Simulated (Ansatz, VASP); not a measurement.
Two plane-wave programs on CdS

The input INCAR:

```
ALGO = Normal
EDIFF = 1E-6
EDIFFG = -0.04
ENCUT = 600
GGA = PE
IBRION = 2
ISIF = 3
ISMEAR = 0
LASPH = T
LCHARG = F
LREAL = F
LWAVE = F
NELM = 100
NSW = 90
PREC = Accurate
SIGMA = 0.1
```

KPOINTS

```
k-points
0
Gamma
  6 6 4
```

POSCAR

```
CdS
1.0
    3.7949884400      0.0000000000      0.0000000000
   -1.8974942200      3.2865563900      0.0000000000
    0.0000000000      0.0000000000      6.2525835900
Cd S
2 2
Direct
    0.3333333300      0.6666666700      0.7500000000
    0.6666666700      0.3333333300      0.2500000000
    0.0000000000      0.0000000000      0.0000000000
    0.0000000000      0.0000000000      0.5000000000
```

Input for Ansatz:

```yaml
crystal:
  lattice:
    - [3.79498844, 0.0, 0.0]
    - [-1.89749422, 3.28655639, 0.0]
    - [0.0, 0.0, 6.25258359]
  atoms:
    - { symbol: Cd, position: [0.33333333, 0.66666667, 0.75] }
    - { symbol: Cd, position: [0.66666667, 0.33333333, 0.25] }
    - { symbol: S, position: [0.0, 0.0, 0.0] }
    - { symbol: S, position: [0.0, 0.0, 0.5] }
basis:
  ecutwfc: 420
kpoints:
  mp_grid: { grid: [6, 6, 4] }
hamiltonian:
  xc: pbe
scf:
  occupations: { method: gaussian, width: 0.1 }
  lower_state_search: "off"
output:
  forces: true
  stress: true
  eigenvalues: true
relax:
  adjacent_minimum: "off"
  f_tol: 0.04
  max_steps: 70
  cell: { stress_tol: 0.4 }
```

Alike in both runs: task relaxation of cell and atoms; functional PBE; k mesh 6 × 6 × 4; occupations gaussian, width 0.1 eV; no spin polarisation.

|  | VASP | Ansatz |
| --- | --- | --- |
| version | VASP 6.6.1 | Ansatz 0.2.0 |
| potentials or method | VASP PAW PBE potentials, release 64 (Cd, S), cutoff 600 eV | scalar-relativistic, plane waves, PAW |
| valence electrons in the cell | 36 | 52 |

```tsv
	VASP	Ansatz	Ansatz less VASP
gap on the k mesh at the Fermi level, each at its own relaxed structure (eV)	none	none	-
relaxed volume (Å³/atom)	21.32	21.22	-0.098
relaxed cell length with the largest relative difference (Å)	3.794	3.788	-0.0064
```

A gap of «none» marks a metal or a gap that the smearing closes. VASP's potentials hold 36 valence electrons a cell and Ansatz's 52, so a difference there can come from the potentials and not from the codes.
